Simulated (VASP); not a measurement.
Wanted: the native input for a VASP 6.6.1 run.

* Task: single point
* Functional: PBE
* Potentials or basis: VASP PAW PBE potentials, release 64 (Mg, Sb)
* Cutoff: 600 eV
* k mesh: 12 × 12 × 6
* Occupations: gaussian, width 0.01 eV
* Spin: no spin polarisation
* Dipole correction: no
* Further INCAR settings: ALGO = Normal; EDIFF = 1e-06; NBANDS = 16

The structure of Mg3Sb2 lies in POSCAR:

```
Mg3Sb2
1.0
    4.5938670597      0.0000000000      0.0000000000
   -2.2969335298      3.9784055753      0.0000000000
    0.0000000000      0.0000000000      7.5652464445
Mg Sb
3 2
Direct
    0.3333333333      0.6666666667      0.6302806774
    0.6666666667      0.3333333333      0.3697193226
    0.0000000000      0.0000000000      0.0000000000
    0.3333333333      0.6666666667      0.2289230605
    0.6666666667      0.3333333333      0.7710769395
```

These files were run (other wordings do the same):

INCAR

```
SYSTEM = Mg3Sb2
PREC = Accurate ; ENCUT = 600
EDIFF = 1E-6 ; ISMEAR = 0
SIGMA = 0.01 ; LREAL = .FALSE.
LASPH = .TRUE. ; NELM = 120
ALGO = Normal ; ISIF = 2
LWAVE = .FALSE. ; LCHARG = .FALSE.
GGA = PE ; NBANDS = 16
GGA_COMPAT = .FALSE.
```

KPOINTS

```
Automatic mesh
0
G
  12 12 6
  0 0 0
```

Potentials or basis: VASP PAW PBE potentials, release 64 (Mg, Sb).

Launch:

```bash
$ cat potpaw_PBE.64/Mg/POTCAR potpaw_PBE.64/Sb/POTCAR > POTCAR
$ mpirun -np 1 vasp_std > vasp.out
```

It gave:

```yaml
Pressure: -1.3 GPa
Largest_force: 0.012 eV/Å
Band_gap_on_the_k_mesh: 0.23 eV (least direct gap 1.01 eV)
```

Caveat: spin-orbit coupling is left out, which moves the levels of the heavy elements.

It took 2.9 min on 1 thread of Intel(R) Xeon(R) 6975P-C (Granite Rapids), with other jobs on the host, peak memory 0.46 GiB.
